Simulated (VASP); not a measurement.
# MgB2 (P6/mmm) in VASP: further runs, part 2 of 2

VASP 6.6.1. Earlier steps stand in the parts before.

**4. Vibrations by perturbation theory, PBEsol**

This run uses another cell than the first one, of 9.48 Å³/atom, 1.020 times its volume.

File INCAR:

```
SYSTEM = MgB2
PREC = Accurate ; ENCUT = 520
EDIFF = 1E-8 ; ISMEAR = -1
SIGMA = 0.1 ; LREAL = .FALSE.
LASPH = .TRUE. ; NELM = 100
ALGO = Normal ; ISIF = 2
LWAVE = .FALSE. ; LCHARG = .TRUE.
GGA = PS ; IBRION = 8
NSW = 1
```

File KPOINTS:

```
regular mesh
0
G
  10 10 8
  0 0 0
```

File POSCAR:

```
MgB2
1.0
    3.0676573778      0.0000000000      0.0000000000
   -1.5338286889      2.6566692193      0.0000000000
    0.0000000000      0.0000000000      3.4880173483
Mg B
1 2
Direct
    0.0000000000      0.0000000000      0.0000000000
    0.3333333333      0.6666666667      0.5000000000
    0.6666666667      0.3333333333      0.5000000000
```

Potentials or basis: VASP PAW PBE potentials, release 64 (Mg, B).

Command:

```
$ cat potpaw_PBE.64/Mg/POTCAR potpaw_PBE.64/B/POTCAR > POTCAR
$ mpirun -np 1 vasp_std > vasp.out
```

OUTCAR:

```text
SYSTEM = MgB2
   PREC = Accurate
   ENCUT = 520
   EDIFF = 1E-8
   ISMEAR = -1
   LREAL = .FALSE.
   LASPH = .TRUE.
   NELM = 100
   ISIF = 2
   GGA = PS
   IBRION = 8
   NSW = 1

 ion  position               nearest neighbor table
   1  0.000  0.000  0.000-   2 2.49   3 2.49   2 2.49   3 2.49   3 2.49   3 2.49   2 2.49   2 2.49
                             3 2.49   3 2.49   2 2.49   2 2.49
   2  0.333  0.667  0.500-   3 1.77   3 1.77   3 1.77   1 2.49   1 2.49   1 2.49   1 2.49   1 2.49
                             1 2.49
   3  0.667  0.333  0.500-   2 1.77   2 1.77   2 1.77   1 2.49   1 2.49   1 2.49   1 2.49   1 2.49
[... 548 lines left out ...]
  3Y     0.000000    2.491538    0.000000    0.000000    4.156636    0.000000   -0.000000   -6.648175    0.000000
  3Z     0.000000   -0.000000    3.523194    0.000000    0.000000    7.877702    0.000000    0.000000  -11.400896

 Eigenvectors and eigenvalues of the dynamical matrix
 ----------------------------------------------------

   1 f  =   20.876395 THz   131.170260 2PiTHz  696.361587 cm-1    86.337794 meV
             X         Y         Z           dx          dy          dz
      0.000000  0.000000  0.000000    -0.000000    0.000000   -0.000000
     -0.000000  1.771113  1.744009    -0.000000    0.000000   -0.707107
      1.533829  0.885556  1.744009     0.000000   -0.000000    0.707107
[... 43 lines left out ...]
   9 f/i=    0.008043 THz     0.050536 2PiTHz    0.268288 cm-1     0.033263 meV
             X         Y         Z           dx          dy          dz
      0.000000  0.000000  0.000000     0.326348    0.650757   -0.000000
     -0.000000  1.771113  1.744009     0.217314    0.433336   -0.000000
      1.533829  0.885556  1.744009     0.217314    0.433336   -0.000000

--------------------------------------------------------------------------------------------------------

 ELASTIC MODULI CONTR FROM IONIC RELAXATION (kBar)
 Direction    XX          YY          ZZ          XY          YZ          ZX
 --------------------------------------------------------------------------------
 XX        -130.6510    130.6510      0.0000     -0.0000      0.0000      0.0000
 YY         130.6510   -130.6510      0.0000      0.0000     -0.0000      0.0000
 ZZ           0.0000      0.0000      0.0000      0.0000      0.0000      0.0000
 XY          -0.0000      0.0000      0.0000   -130.6510     -0.0000      0.0000
 YZ           0.0000     -0.0000      0.0000     -0.0000     -0.0000      0.0000
 ZX           0.0000      0.0000      0.0000      0.0000      0.0000      0.0000
 --------------------------------------------------------------------------------
```

It took 2.1 min on 1 thread of AMD EPYC 9R45 (Zen 5), shared host; peak memory 0.27 GiB.

Results:

* Highest phonon frequency at Γ, LO-TO splitting left out: 696 cm⁻¹

Phonon frequencies in cm⁻¹ (negative: imaginary):
| q point | frequencies |
| --- | --- |
| (0.000, 0.000, 0.000) | 0 0 0 344 344 409 521 521 696 |

Caveat: the PAW data sets were made with another functional, which shifts forces and pressure a little.

**5. Vibrations by perturbation theory, PBEsol**

This run uses another cell than the first one, of 9.48 Å³/atom, 1.020 times its volume.

File INCAR:

```
ALGO     = Normal         # electronic algorithm
EDIFF    = 1E-8           # SCF threshold, eV
ENCUT    = 520            # plane-wave cutoff, eV
GGA      = PS             # functional
IBRION   = 8              # ionic algorithm
ISIF     = 2              # what is computed and relaxed
ISMEAR   = -1             # smearing method
LASPH    = True           # aspherical terms in the spheres
LCHARG   = False          # write CHGCAR
LREAL    = False          # projectors in reciprocal space
LWAVE    = False          # write WAVECAR
NELM     = 80             # most SCF steps
NSW      = 1              # ionic steps
PREC     = Accurate       # precision mode
SIGMA    = 0.1            # smearing width, eV
```

File KPOINTS:

```
k-points
0
Gamma
  10 10 8
```

POSCAR is that of step 4.

Potentials or basis: VASP PAW PBE potentials, release 64 (Mg, B).

Command:

```
$ cat potpaw_PBE.64/Mg/POTCAR potpaw_PBE.64/B/POTCAR > POTCAR
$ mpirun -np 1 vasp_std > vasp.out
```

OUTCAR:

```text
EDIFF = 1E-8
   ENCUT = 520
   GGA = PS
   IBRION = 8
   ISIF = 2
   ISMEAR = -1
   LASPH = True
   LREAL = False
   NELM = 80
   NSW = 1
   PREC = Accurate

 ion  position               nearest neighbor table
   1  0.000  0.000  0.000-   2 2.49   3 2.49   2 2.49   3 2.49   3 2.49   3 2.49   2 2.49   2 2.49
                             3 2.49   3 2.49   2 2.49   2 2.49
   2  0.333  0.667  0.500-   3 1.77   3 1.77   3 1.77   1 2.49   1 2.49   1 2.49   1 2.49   1 2.49
                             1 2.49
   3  0.667  0.333  0.500-   2 1.77   2 1.77   2 1.77   1 2.49   1 2.49   1 2.49   1 2.49   1 2.49
                             1 2.49

  LATTYP: Found a hexagonal cell.
 ALAT       =     3.0676573778
 C/A-ratio  =     1.1370296349

  Lattice vectors:

 A1 = (   3.0676573778,   0.0000000000,   0.0000000000)
 A2 = (  -1.5338286889,   2.6566692193,   0.0000000000)
 A3 = (   0.0000000000,   0.0000000000,   3.4880173483)

Analysis of symmetry for initial positions (statically):
=====================================================================
 Subroutine PRICEL returns:
 Original cell was already a primitive cell.

 Routine SETGRP: Setting up the symmetry group for a
 hexagonal supercell.

 Subroutine GETGRP returns: Found 24 space group operations
 (whereof 24 operations were pure point group operations)
 out of a pool of 24 trial point group operations.

The static configuration has the point symmetry D_6h.

Analysis of symmetry for dynamics (positions and initial velocities):
=====================================================================
 Subroutine PRICEL returns:
[... 483 lines left out ...]
[... ionic steps 8 to 8 ...]

--------------------------------------- Ionic step        9  -------------------------------------------

 Free energy of the ion-electron system (eV)
  ---------------------------------------------------
  ---------------------------------------------------
  free energy    TOTEN  =        -0.04164107 eV

  energy without entropy =       -0.04164107

------------------------ aborting loop because EDIFF is reached ----------------------------------------

 INTERNAL STRAIN TENSOR  FOR ION    2  DIRECTION 3   (eV/Angst):
 -----------------------------------------------------------------------------
     0.00411  0.00000  0.00000
    -0.00000  0.00411  0.00000
     0.00000  0.00000 -0.01109

 INTERNAL STRAIN TENSOR FOR ION    3 for displacements in x,y,z  (eV/Angst):
          X           Y           Z          XY          YZ          ZX
  --------------------------------------------------------------------------------
  x    -0.00000     0.00000     0.00000     3.53880     0.00000     0.00000
  y     3.53880    -3.53880     0.00000     0.00000     0.00000     0.00000
  z     0.00000     0.00000     0.00000     0.00000    -0.00000     0.00000

 SECOND DERIVATIVES (NOT SYMMETRIZED)
 ------------------------------------
               1X          1Y          1Z          2X          2Y          2Z          3X          3Y          3Z
  1X    -4.967522    0.000000    0.000000    2.483761    0.000000    0.000000    2.483761    0.000000    0.000000
  1Y     0.000000   -4.967522    0.000000    0.000000    2.483761    0.000000    0.000000    2.483761    0.000000
  1Z     0.000000    0.000000   -7.047177    0.000000   -0.000000    3.523588    0.000000   -0.000000    3.523588
  2X     2.491538    0.000000    0.000000   -6.648175    0.000000    0.000000    4.156636   -0.000000    0.000000
  2Y     0.000000    2.491538    0.000000   -0.000000   -6.648175    0.000000    0.000000    4.156636    0.000000
  2Z     0.000000   -0.000000    3.523194    0.000000    0.000000  -11.400896    0.000000    0.000000    7.877702
  3X     2.491538    0.000000    0.000000    4.156636   -0.000000    0.000000   -6.648175    0.000000    0.000000
  3Y     0.000000    2.491538    0.000000    0.000000    4.156636    0.000000   -0.000000   -6.648175    0.000000
  3Z     0.000000   -0.000000    3.523194    0.000000    0.000000    7.877702    0.000000    0.000000  -11.400896

 Eigenvectors and eigenvalues of the dynamical matrix
 ----------------------------------------------------

   1 f  =   20.876395 THz   131.170260 2PiTHz  696.361587 cm-1    86.337794 meV
             X         Y         Z           dx          dy          dz
      0.000000  0.000000  0.000000    -0.000000    0.000000   -0.000000
     -0.000000  1.771113  1.744009    -0.000000    0.000000   -0.707107
      1.533829  0.885556  1.744009     0.000000   -0.000000    0.707107
[... 43 lines left out ...]
   9 f/i=    0.008043 THz     0.050536 2PiTHz    0.268288 cm-1     0.033263 meV
             X         Y         Z           dx          dy          dz
      0.000000  0.000000  0.000000     0.326348    0.650757   -0.000000
     -0.000000  1.771113  1.744009     0.217314    0.433336   -0.000000
      1.533829  0.885556  1.744009     0.217314    0.433336   -0.000000

--------------------------------------------------------------------------------------------------------

 ELASTIC MODULI CONTR FROM IONIC RELAXATION (kBar)
 Direction    XX          YY          ZZ          XY          YZ          ZX
 --------------------------------------------------------------------------------
 XX        -130.6510    130.6510      0.0000     -0.0000      0.0000      0.0000
 YY         130.6510   -130.6510      0.0000      0.0000     -0.0000      0.0000
 ZZ           0.0000      0.0000      0.0000      0.0000      0.0000      0.0000
 XY          -0.0000      0.0000      0.0000   -130.6510     -0.0000      0.0000
 YZ           0.0000     -0.0000      0.0000     -0.0000     -0.0000      0.0000
 ZX           0.0000      0.0000      0.0000      0.0000      0.0000      0.0000
 --------------------------------------------------------------------------------
```

stdout:

```text
POSCAR found type information on POSCAR MgB
 POSCAR found :  2 types and       3 ions
 scaLAPACK will be used
 -----------------------------------------------------------------------------
|                                                                             |
|                                                                             |
|     You enforced a specific xc type in the INCAR file but a different       |
|     I HOPE YOU KNOW WHAT YOU ARE DOING!                                     |
|                                                                             |
 -----------------------------------------------------------------------------

 LDA part: xc-table for (Slater+PW92), standard interpolation
 POSCAR, INCAR and KPOINTS ok, starting setup
 FFT: planning ... GRIDC
 FFT: planning ... GRID_SOFT
 FFT: planning ... GRID
 WAVECAR not read
 entering main loop
 Linear response reoptimize wavefunctions to high precision
 Linear response DOF=           4
 Linear response progress:
 first order change of Fermi-energy   0.19142E-04
 force on displaced ion       1 direction 1 :  -4.968   0.000   0.000
 Linear response progress:
 first order change of Fermi-energy   0.15398E-03
 force on displaced ion       1 direction 3 :   0.000   0.000  -7.047
 Linear response progress:
 first order change of Fermi-energy  -0.46448E-04
 force on displaced ion       2 direction 1 :  -6.648   0.000   0.000
 Linear response progress:
 first order change of Fermi-energy   0.97431E-06
 force on displaced ion       2 direction 3 :   0.000  -0.000 -11.401
 Linear response finished
```

It took 1.9 min on 1 thread of AMD EPYC 9R45 (Zen 5), shared host; peak memory 0.27 GiB.

What came out:

* Highest phonon frequency at Γ, LO-TO splitting left out: 696 cm⁻¹

Phonon frequencies in cm⁻¹ (negative: imaginary):
| q point | frequencies |
| --- | --- |
| (0.000, 0.000, 0.000) | 0 0 0 344 344 409 521 521 696 |

Caveat: the PAW data sets were made with another functional, which shifts forces and pressure a little.

**6. Vibrations by perturbation theory, PBEsol (volume scaled by 1.020)**

File INCAR:

```
SYSTEM = MgB2
ALGO = Normal
EDIFF = 1E-8
ENCUT = 520
GGA = PS
IBRION = 8
ISIF = 2
ISMEAR = -1
LASPH = .True.
LCHARG = .True.
LREAL = .False.
LWAVE = .False.
NELM = 60
NSW = 1
PREC = Accurate
SIGMA = 0.1
```

File KPOINTS:

```
k-points
0
Gamma
  10 10 8
  0 0 0
```

File POSCAR:

```
MgB2
1.0
    3.0879735816      0.0000000000      0.0000000000
   -1.5439867908      2.6742635679      0.0000000000
    0.0000000000      0.0000000000      3.5111174742
Mg B
1 2
Direct
    0.0000000000      0.0000000000      0.0000000000
    0.3333333333      0.6666666667      0.5000000000
    0.6666666667      0.3333333333      0.5000000000
```

Potentials or basis: VASP PAW PBE potentials, release 64 (Mg, B).

Command:

```
$ cat potpaw_PBE.64/Mg/POTCAR potpaw_PBE.64/B/POTCAR > POTCAR
$ mpirun -np 1 vasp_std > vasp.out
```

OUTCAR:

```text
SYSTEM = MgB2
   EDIFF = 1E-8
   ENCUT = 520
   GGA = PS
   IBRION = 8
   ISIF = 2
   ISMEAR = -1
   LASPH = .True.
   LREAL = .False.
   NELM = 60
   NSW = 1
   PREC = Accurate

 ion  position               nearest neighbor table
   1  0.000  0.000  0.000-   2 2.50   3 2.50   2 2.50   3 2.50   3 2.50   3 2.50   2 2.50   2 2.50
                             3 2.50   3 2.50   2 2.50   2 2.50
   2  0.333  0.667  0.500-   3 1.78   3 1.78   3 1.78   1 2.50   1 2.50   1 2.50   1 2.50   1 2.50
                             1 2.50
   3  0.667  0.333  0.500-   2 1.78   2 1.78   2 1.78   1 2.50   1 2.50   1 2.50   1 2.50   1 2.50
                             1 2.50

  LATTYP: Found a hexagonal cell.
 ALAT       =     3.0879735816
 C/A-ratio  =     1.1370296349

  Lattice vectors:

[... 525 lines left out ...]
  --------------------------------------------------------------------------------
  x     0.00000     0.00000     0.00000     2.89546     0.00000     0.00000
  y     2.89546    -2.89546     0.00000    -0.00000     0.00000     0.00000
  z     0.00000     0.00000     0.00000     0.00000     0.00000     0.00000

 SECOND DERIVATIVES (NOT SYMMETRIZED)
 ------------------------------------
               1X          1Y          1Z          2X          2Y          2Z          3X          3Y          3Z
  1X    -4.672098    0.000000    0.000000    2.336049    0.000000    0.000000    2.336049    0.000000    0.000000
  1Y     0.000000   -4.672098    0.000000    0.000000    2.336049    0.000000    0.000000    2.336049    0.000000
  1Z     0.000000    0.000000   -6.518426   -0.000000    0.000000    3.259213    0.000000    0.000000    3.259213
  2X     2.343497    0.000000    0.000000   -6.080888   -0.000000    0.000000    3.737392    0.000000    0.000000
  2Y     0.000000    2.343497    0.000000    0.000000   -6.080888    0.000000    0.000000    3.737392    0.000000
  2Z     0.000000    0.000000    3.259601   -0.000000    0.000000  -11.059774   -0.000000   -0.000000    7.800173
  3X     2.343497    0.000000    0.000000    3.737392    0.000000    0.000000   -6.080888   -0.000000    0.000000
  3Y     0.000000    2.343497    0.000000    0.000000    3.737392    0.000000    0.000000   -6.080888    0.000000
  3Z     0.000000    0.000000    3.259601   -0.000000   -0.000000    7.800173   -0.000000    0.000000  -11.059774

 Eigenvectors and eigenvalues of the dynamical matrix
 ----------------------------------------------------

   1 f  =   20.648477 THz   129.738210 2PiTHz  688.759070 cm-1    85.395203 meV
             X         Y         Z           dx          dy          dz
      0.000000  0.000000  0.000000    -0.000000    0.000000   -0.000000
     -0.000000  1.782842  1.755559    -0.000000    0.000000   -0.707107
      1.543987  0.891421  1.755559     0.000000   -0.000000    0.707107
[... 43 lines left out ...]
   9 f/i=    0.007941 THz     0.049898 2PiTHz    0.264899 cm-1     0.032843 meV
             X         Y         Z           dx          dy          dz
      0.000000  0.000000  0.000000    -0.493105    0.535583   -0.000000
     -0.000000  1.782842  1.755559    -0.328348    0.356632   -0.000000
      1.543987  0.891421  1.755559    -0.328348    0.356632   -0.000000

--------------------------------------------------------------------------------------------------------

 ELASTIC MODULI CONTR FROM IONIC RELAXATION (kBar)
 Direction    XX          YY          ZZ          XY          YZ          ZX
 --------------------------------------------------------------------------------
 XX         -94.3663     94.3663      0.0000     -0.0000      0.0000      0.0000
 YY          94.3663    -94.3663      0.0000      0.0000      0.0000      0.0000
 ZZ           0.0000      0.0000      0.0000      0.0000      0.0000      0.0000
 XY          -0.0000      0.0000      0.0000    -94.3663      0.0000      0.0000
 YZ           0.0000      0.0000      0.0000      0.0000      0.0000      0.0000
 ZX           0.0000      0.0000      0.0000      0.0000      0.0000      0.0000
 --------------------------------------------------------------------------------
```

OSZICAR:

```text
N       E                     dE             d eps       ncg     rms          rms(c)
DAV:   1     0.291685246507E+01    0.29169E+01   -0.39235E+03  1200   0.834E+02
DAV:   2    -0.175167389598E+02   -0.20434E+02   -0.19309E+02  1648   0.107E+02
DAV:   3    -0.177924563618E+02   -0.27572E+00   -0.27455E+00  1416   0.144E+01
DAV:   4    -0.177929372452E+02   -0.48088E-03   -0.48082E-03  1720   0.547E-01
[... 58 lines left out ...]
RMM:   7    -0.413196989487E-01    0.72787E-05   -0.13978E-08  2381   0.885E-04    0.393E-05
RMM:   8    -0.413200100914E-01   -0.31114E-06    0.26998E-09  2658   0.108E-04    0.187E-05
RMM:   9    -0.413199786877E-01    0.31404E-07   -0.15052E-09  2614   0.306E-05    0.110E-06
RMM:  10    -0.413199674804E-01    0.11207E-07    0.16201E-10  2434   0.139E-05    0.530E-07
RMM:  11    -0.413199701599E-01   -0.26795E-08    0.11755E-10  1565   0.119E-05    0.587E-08
 Linear response finished
```

Run time: 1.8 min. Hardware: 1 thread of AMD EPYC 9R45 (Zen 5), shared host; peak memory 0.27 GiB.

What came out:

```
Highest phonon frequency at Γ, LO-TO splitting left out : 689 cm⁻¹
```

Phonon frequencies in cm⁻¹ (negative: imaginary):
| q point | frequencies |
| --- | --- |
| (0.000, 0.000, 0.000) | 0 0 0 333 333 394 497 497 689 |

Caveat: the cell differs from its parent crystal (volume scaled by 1.020); the cell wasn't relaxed at this level first, which shifts response properties; the PAW data sets were made with another functional, which shifts forces and pressure a little.
